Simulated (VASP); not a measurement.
## TePb: single point with r2SCAN

Crystal: TePb.

```
CELL_PARAMETERS angstrom
0.00000 3.26784 3.26784
3.26784 0.00000 3.26784
3.26784 3.26784 0.00000
ATOMIC_POSITIONS crystal
Pb 0.00000 0.00000 0.00000
Te 0.50000 0.50000 0.50000
```

```yaml
Program: VASP 6.6.1
Task: single point
Functional: r2SCAN
Potentials_or_basis: VASP PAW PBE potentials, release 64 (Pb_d, Te)
Cutoff: 520 eV
k_mesh: 4 × 4 × 4
Occupations: gaussian, width 0.01 eV
Spin: no spin polarisation
```

| Quantity | Value |
| --- | --- |
| Pressure | 0.0 GPa |
| Band gap on the k mesh | 1.09 eV, direct |

Levels at points of the mesh, in eV from the valence-band top:
```
           k point  band 6  band 7  band 8  band 9  band 10  band 11  band 12  band 13  band 14  band 15
(0.00, 0.00, 0.00)  -12.22   -5.72   -1.35   -1.35    -1.35     4.32     4.32     4.32     6.27     6.27
(0.50, 0.00, 0.00)  -10.80   -8.71   -0.90   -0.90     0.00     1.09     1.51     1.51     8.91     9.61
(0.50, 0.50, 0.00)  -10.56   -7.44   -4.41   -2.76    -2.76     3.74     5.71     5.71     6.97    10.47
```

Wall time 91 s on 1 thread of AMD EPYC 7R43 64-Core Processor (Zen 3) (shared host), peak memory 0.18 GiB.

Caveat: the PAW data sets were made with another functional, which shifts forces and pressure a little; spin-orbit coupling is left out, which moves the levels of the heavy elements. A k mesh can miss the band edges.
